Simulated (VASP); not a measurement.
The system is C.

```
C
1.0
     2.45591    0.00000    0.00000
    -1.22796    2.12688    0.00000
     0.00000    0.00000    7.01063
C
4
Direct
  0.00000 0.00000 0.25000
  0.00000 0.00000 0.75000
  0.33333 0.66667 0.25000
  0.66667 0.33333 0.75000
```

Base run:

- Program: VASP 6.6.1
- Functional: r2SCAN
- Potentials or basis: VASP PAW PBE potentials, release 64 (C)
- Cutoff: 520 eV
- k mesh: 15 × 15 × 5
- Occupations: fermi-dirac, width 1 eV
- Spin: no spin polarisation

Its results: band gap on the k mesh zero (bands 8 and 9 overlap by 0.02 eV); pressure 3.3 GPa.

Question: The run is repeated on the same cell with these changes: occupations from fermi-dirac, width 1 eV to methfessel-paxton, width 0.01 eV. What comes out?

Answer: Band gap on the k mesh zero (bands 8 and 9 overlap by 0.02 eV); pressure 0.7 GPa.

Caveats: the PAW data sets were made with another functional, which shifts forces and pressure a little; the stress differs along the axes, from -0 to 5 GPa (at least some runs); so wide a smearing shifts energies and pressures (at least some runs).
